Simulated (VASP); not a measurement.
Set up this calculation in VASP 6.6.1, as the native input.

```
Task                   : single point
Functional             : LDA
Potentials or basis    : VASP PAW LDA potentials, release 64 (Mo_sv, S)
Cutoff                 : 520 eV
k mesh                 : 7 × 7 × 2
Occupations            : gaussian, width 0.05 eV
Spin                   : collinear spin, zero start
Starting moments       : [0.0, 0.0, 0.0, 0.0, 0.0, 0.0] μB
Hubbard terms          : Mo d U = 2.0 eV
Dipole correction      : no
Further INCAR settings : ALGO = Normal; EDIFF = 1e-06; NBANDS = 39
```

The structure of MoS2 lies in POSCAR:

```
MoS2
1.0
    3.1610015200      0.0000000000      0.0000000000
   -1.5805007600      2.7375076200      0.0000000000
    0.0000000000      0.0000000000     12.2949997000
Mo S
2 4
Direct
    0.3333333333      0.6666666667      0.2500000000
    0.6666666667      0.3333333333      0.7500000000
    0.3333333333      0.6666666667      0.6275000000
    0.6666666667      0.3333333333      0.1275000000
    0.3333333333      0.6666666667      0.8725000000
    0.6666666667      0.3333333333      0.3725000000
```

These files were run (other wordings do the same):

INCAR

```
SYSTEM = MoS2
ALGO     = Normal         ! electronic algorithm
EDIFF    = 1E-6           ! SCF threshold, eV
ENCUT    = 520            ! plane-wave cutoff, eV
GGA      = CA             ! functional
ISIF     = 2              ! what is computed and relaxed
ISMEAR   = 0              ! smearing method
ISPIN    = 2              ! spin polarisation
LASPH    = .TRUE.         ! aspherical terms in the spheres
LCHARG   = .FALSE.        ! write CHGCAR
LDAU     = .TRUE.         ! DFT+U
LDAUJ    = 0 0          
LDAUL    = 2 -1           ! shell
LDAUPRINT= 1            
LDAUTYPE = 2            
LDAUU    = 2 0            ! U, eV
LMAXMIX  = 4              ! l up to which the mixer works
LORBIT   = 11             ! projections on sites
LREAL    = .FALSE.        ! projectors in reciprocal space
LWAVE    = .FALSE.        ! write WAVECAR
MAGMOM   = 0 0 0 0 0 0    ! initial moments
NBANDS   = 39             ! bands
NELM     = 150            ! most SCF steps
PREC     = Accurate       ! precision mode
SIGMA    = 0.05           ! smearing width, eV
```

KPOINTS

```
k-points
0
G
  7 7 2
  0 0 0
```

Potentials or basis: VASP PAW LDA potentials, release 64 (Mo_sv, S).

Run with:

```sh
$ cat potpaw_LDA.64/Mo_sv/POTCAR potpaw_LDA.64/S/POTCAR > POTCAR
$ mpirun -np 1 vasp_std > vasp.out
```

It gave:

```json
{
 "Pressure": "2.3 GPa",
 "Largest force": "0.893 eV/Å",
 "Band gap on the k mesh": "0.96 eV (least direct gap 1.98 eV)",
 "Net moment": "0.00 μB per cell",
 "Valence electrons inside the program's atomic spheres": "Mo 12.57; S 3.72"
}
```

Caveat: an odd mesh through Γ misses points on the zone boundary, where band edges can lie.

It took 46 s on 1 thread of Intel(R) Xeon(R) 6975P-C (Granite Rapids), with other jobs on the host, peak memory 0.25 GiB.
